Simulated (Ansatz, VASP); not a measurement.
## C in VASP and in Ansatz

File INCAR:

```
ALGO = Normal ; EDIFF = 1E-6
ENCUT = 520 ; ISIF = 2
ISMEAR = 0 ; LASPH = T
LCHARG = F ; LREAL = F
LWAVE = F ; NBANDS = 11
NELM = 80 ; PREC = Accurate
SIGMA = 0.05
```

Contents of KPOINTS:

```
k-points
0
Gamma
  12 12 12
```

Contents of POSCAR:

```
C
1.0
    0.0000000000      1.8725700000      1.7834000000
    1.8725700000      0.0000000000      1.7834000000
    1.8725700000      1.8725700000      0.0000000000
C
2
Direct
    0.5000000000      0.5000000000      0.5000000000
    0.7500000000      0.7500000000      0.7500000000
```

Input for Ansatz:

```yaml
crystal:
  lattice:
    - [0.0, 1.87257, 1.7834]
    - [1.87257, 0.0, 1.7834]
    - [1.87257, 1.87257, 0.0]
  atoms:
    - { symbol: C, position: [0.5, 0.5, 0.5] }
    - { symbol: C, position: [0.75, 0.75, 0.75] }
basis:
  ecutwfc: 420
kpoints:
  mp_grid: { grid: [12, 12, 12] }
hamiltonian:
  xc: lda
scf:
  occupations: { method: gaussian, width: 0.05 }
output:
  forces: true
  stress: true
  eigenvalues: true
```

Change from the starting cell: strain +0.0500 x Voigt [1, 1, 0, 0, 0, 0], atoms carried along.

Alike in both runs: task single point; functional LDA; k mesh 12 × 12 × 12; occupations gaussian, width 0.05 eV; no spin polarisation.

|  | VASP | Ansatz |
| --- | --- | --- |
| version | VASP 6.6.1 | Ansatz 0.2.0 |
| potentials or method | VASP PAW LDA potentials, release 64 (C), cutoff 520 eV | scalar-relativistic, plane waves, PAW |
| valence electrons in the cell | 8 | 8 |

```csv
,VASP,Ansatz,Ansatz less VASP
gap on the k mesh at the Fermi level (eV),2.76,2.77,+0.008
least direct gap on the mesh (eV),4.48,4.48,+0.001
pressure (GPa),-45.9,-46.9,-0.97
"traceless stress, the component that is largest in VASP (GPa)",25.67,25.70,+0.031
```

LDA's correlation is that of Perdew and Zunger in VASP and of Perdew and Wang (1992) in Ansatz. Both programs put the cell under strong tension, so it lies far from rest at this level.

Noted on VASP's run: the cell as given lies far from equilibrium.
